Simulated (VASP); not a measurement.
# LiCaF3 (P4mm) in VASP: single point with PBE

Aim: the single point of LiCaF3 with PBE.

Everything below comes from runs of VASP 6.6.1. Logs are shortened: lines on timing, memory, paths and dates and some standing lists are left out, and cuts for length are marked.

## Step 1: The cell of the first run

It takes space group P4mm (No. 99, tetragonal). The conventional cell has a = 3.761 Å, b = 3.761 Å, c = 3.761 Å, α = 90.00°, β = 90.00°, γ = 90.00°. Within 2.2 Å of Li (site symmetry 4mm) lie 6 F at 1.68 to 2.08 Å. Ca (site symmetry 4mm) has 12 F at 2.66 Å and 8 Li at 3.15 to 3.38 Å within 3.5 Å. F (site symmetry 2mm) has 2 Li at 1.89 Å within 2.5 Å. F (site symmetry 4mm) has 2 Li at 1.68 to 2.08 Å within 2.2 Å.

## Step 2: Single point, PBE (atom 1 (Li) moved by (+0.000, -0.200) A along [1 1 0] and z)

File INCAR:

```
ALGO = Normal ; EDIFF = 1E-7
ENCUT = 520 ; GGA = PE
ISIF = 2 ; ISMEAR = 0
LASPH = True ; LCHARG = False
LREAL = False ; LWAVE = False
NBANDS = 25 ; NELM = 60
PREC = Accurate ; SIGMA = 0.05
```

File KPOINTS:

```
k-points
0
Gamma
  6 6 6
```

File POSCAR:

```
LiCaF3
1.0
    3.7612440000      0.0000000000      0.0000000000
    0.0000000000      3.7612440000      0.0000000000
    0.0000000000      0.0000000000      3.7612440000
Li Ca F
1 1 3
Direct
    0.5000000000      0.5000000000      0.4468261033
    0.0000000000      0.0000000000      0.0000000000
    0.0000000000      0.5000000000      0.5000000000
    0.5000000000      0.5000000000      0.0000000000
    0.5000000000      0.0000000000      0.5000000000
```

Potentials or basis: VASP PAW PBE potentials, release 64 (Li_sv, Ca_sv, F).

The run is started by

```console
cat potpaw_PBE.64/Li_sv/POTCAR potpaw_PBE.64/Ca_sv/POTCAR potpaw_PBE.64/F/POTCAR > POTCAR
mpirun -np 1 vasp_std > vasp.out
```

OUTCAR:

```text
EDIFF = 1E-7
   ENCUT = 520
   GGA = PE
   ISIF = 2
   ISMEAR = 0
   LASPH = True
   LREAL = False
   NELM = 60
   PREC = Accurate

 ion  position               nearest neighbor table
   1  0.500  0.500  0.447-   4 1.68   3 1.89   5 1.89   5 1.89   3 1.89   4 2.08
   2  0.000  0.000  0.000-
   3  0.000  0.500  0.500-   1 1.89   1 1.89
   4  0.500  0.500  0.000-   1 1.68   1 2.08
   5  0.500  0.000  0.500-   1 1.89   1 1.89

  LATTYP: Found a simple cubic cell.
 ALAT       =     3.7612440000

  Lattice vectors:

 A1 = (   3.7612440000,   0.0000000000,   0.0000000000)
 A2 = (   0.0000000000,   3.7612440000,   0.0000000000)
 A3 = (   0.0000000000,   0.0000000000,   3.7612440000)

Analysis of symmetry for initial positions (statically):
=====================================================================
 Subroutine PRICEL returns:
 Original cell was already a primitive cell.

 Routine SETGRP: Setting up the symmetry group for a
 simple cubic supercell.

 Subroutine GETGRP returns: Found  8 space group operations
 (whereof  8 operations were pure point group operations)
 out of a pool of 48 trial point group operations.

The static configuration has the point symmetry C_4v.

Analysis of symmetry for dynamics (positions and initial velocities):
=====================================================================
 Subroutine PRICEL returns:
 Original cell was already a primitive cell.

 Routine SETGRP: Setting up the symmetry group for a
 simple cubic supercell.

 Subroutine GETGRP returns: Found  8 space group operations
 (whereof  8 operations were pure point group operations)
 out of a pool of 48 trial point group operations.

The dynamic configuration has the point symmetry C_4v.

 Subroutine INISYM returns: Found  8 space group operations
 (whereof  8 operations are pure point group operations),
 and found     1 'primitive' translations

----------------------------------------------------------------------------------------

                                     Primitive cell

  volume of cell :      53.2102

  direct lattice vectors                    reciprocal lattice vectors
     3.761244000  0.000000000  0.000000000     0.265869484  0.000000000  0.000000000
     0.000000000  3.761244000  0.000000000     0.000000000  0.265869484  0.000000000
     0.000000000  0.000000000  3.761244000     0.000000000  0.000000000  0.265869484

  length of vectors
[... 89 lines left out ...]
   LREAL  =      F    real-space projection
   EDIFFG = 0.1E-05   stopping-criterion for IOM
   NSW    =      0    number of steps for IOM
   IBRION =     -1    ionic relax: 0-MD 1-quasi-New 2-CG
   NFREE  =      0    steps in history (QN), initial steepest desc. (CG)
   ISIF   =      2    stress and relaxation
   ISYM   =      2    0-nonsym 1-usesym 2-fastsym
   POTIM  = 0.5000    time-step for ionic-motion
   TEBEG  =    0.0;   TEEND  =   0.0 temperature during run
   PSTRESS=    0.0 pullay stress
   NELECT =      34.0000    total number of electrons
   NUPDOWN=      -1.0000    fix difference up-down
   EMIN   =  10.00;   EMAX   =-10.00  energy-range for DOS
   EFERMI =   0.00;   METHOD = LEGACY
   ISMEAR =     0;   SIGMA  =   0.05  broadening in eV -4-tet -1-fermi 0-gaus
   EFERMI_NEDOS =   21; number of points for ismear=-14 and -15
   IALGO  =     38    algorithm
   IMIX   =      4    mixing-type and parameters
     AMIX     =   0.40;   BMIX     =  1.00
     AMIX_MAG =   1.60;   BMIX_MAG =  1.00
  volume/ion in A,a.u.               =      10.64        71.82
  Fermi-wavevector in a.u.,A,eV,Ry     =   1.410056  2.664619 27.051883  1.988257
  Thomas-Fermi vector in A             =   2.532049
   LORBIT       =      0    0 simple, 1 ext, 2 COOP (PROOUT), +10 PAW based schemes
   GGA     = PE    functional components
   LHFCALC =     F    Hartree Fock is set to
   AEXX    =    0.0000 exact exchange contribution
   IVDW    =     0    specifies the selected vdW correction
   LEPSILON=     F    determine dielectric tensor
   LRPA    =     F    only Hartree local field effects (RPA)
 non-spin polarized calculation
 Gauss-broadening in eV      SIGMA  =   0.05
  energy-cutoff  :      520.00
  volume of cell :       53.21
 maximum number of plane-waves:      1472
 NGX is ok and might be reduce to    28
   NGX = 13   NGY = 13   NGZ = 13

 number of electron      33.9999946 magnetization

 Free energy of the ion-electron system (eV)
  ---------------------------------------------------
  ext. energy  EPLUGINS =         0.00000000
  ---------------------------------------------------
  free energy    TOTEN  =       -25.95263389 eV

  energy without entropy =      -25.95263389  energy(sigma->0) =      -25.95263389

 E-fermi :   0.3746     XC(G=0): -10.2663

 val. band max:        0.0983709349   @ k =   0.5000   0.5000   0.5000
 cond. band min:       6.5377621233   @ k =   0.0000   0.0000   0.0000
 fundamental gap:      6.4393911884
 Fermi energy:         0.3746335991

 k-point     1 :       0.0000    0.0000    0.0000
  band No.  band energies     occupation
      1     -40.1083      2.00000
      2     -37.7233      2.00000
      3     -20.2089      2.00000
      4     -19.3353      2.00000
      5     -19.2633      2.00000
      6     -18.6411      2.00000
[... 661 lines left out ...]
     24      13.7586      0.00000
     25      15.8670      0.00000

 [... further k-points ...]

------------------------ aborting loop because EDIFF is reached ----------------------------------------

  FORCE on cell =-STRESS in cart. coord.  units (eV):
  Direction    XX          YY          ZZ          XY          YZ          ZX
  --------------------------------------------------------------------------------------
  -------------------------------------------------------------------------------------
  Total       -0.0692208     -0.0692208      1.0143698      0.0000000     -0.0000000     -0.0000000
  in kB       -2.0842650     -2.0842650     30.5430464      0.0000000     -0.0000000     -0.0000000
  external PRESSURE =       8.7915055 kB  Pullay stress =       0.0000000 kB

 VOLUME and BASIS-vectors are now :
 -----------------------------------------------------------------------------
  energy-cutoff  :      520.00
  volume of cell :       53.21
      direct lattice vectors                 reciprocal lattice vectors
     3.761244000  0.000000000  0.000000000     0.265869484  0.000000000  0.000000000
     0.000000000  3.761244000  0.000000000     0.000000000  0.265869484  0.000000000
     0.000000000  0.000000000  3.761244000     0.000000000  0.000000000  0.265869484

 POSITION                                       TOTAL-FORCE (eV/Angst)
 -----------------------------------------------------------------------------------
      1.88062      1.88062      1.68062        -0.000000     -0.000000      1.501125
      0.00000      0.00000      0.00000         0.000000     -0.000000     -0.222540
      0.00000      1.88062      1.88062         0.000000     -0.000000     -0.111061
      1.88062      1.88062      0.00000        -0.000000      0.000000     -1.056462
      1.88062      0.00000      1.88062        -0.000000     -0.000000     -0.111061
 -----------------------------------------------------------------------------------
    total drift:                                0.000000      0.000000     -0.003172

  FREE ENERGIE OF THE ION-ELECTRON SYSTEM (eV)
  ---------------------------------------------------
  free  energy   TOTEN  =       -25.9526338874 eV

  energy  without entropy=      -25.9526338874  energy(sigma->0) =      -25.95263389
```

stdout:

```text
POSCAR found type information on POSCAR LiCaF
 POSCAR found :  3 types and       5 ions
 scaLAPACK will be used
 LDA part: xc-table for (Slater+PW92), standard interpolation
 POSCAR, INCAR and KPOINTS ok, starting setup
 FFT: planning ... GRIDC
 FFT: planning ... GRID_SOFT
 FFT: planning ... GRID
 WAVECAR not read
 entering main loop
```

Run time: 18 s. Hardware: 1 thread of Intel Xeon 6975P-C (Granite Rapids), shared host; peak memory 0.18 GiB.

Results:

```
Free energy            : -25.9526 eV
Largest force          : 1.501 eV/Å
Band gap on the k mesh : 6.44 eV, indirect (least direct gap 6.55 eV)
```

Forces on the atoms (eV/Å):
```
Li   0.000  0.000  1.501
Ca   0.000  0.000 -0.223
F    0.000  0.000 -0.111
F    0.000  0.000 -1.056
F    0.000  0.000 -0.111
```

Caveat: the cell differs from its parent crystal (atom 1 (Li) moved by (+0.000, -0.200) A along [1 1 0] and z); the cutoff is under 1.25 times the usual one of these potentials, so pressure, stress and relaxed cells hold a basis-set (Pulay) error; forces of over 1 eV/Å act on the atoms, so gaps and moduli don't describe the material at rest. A k mesh can miss the band edges.
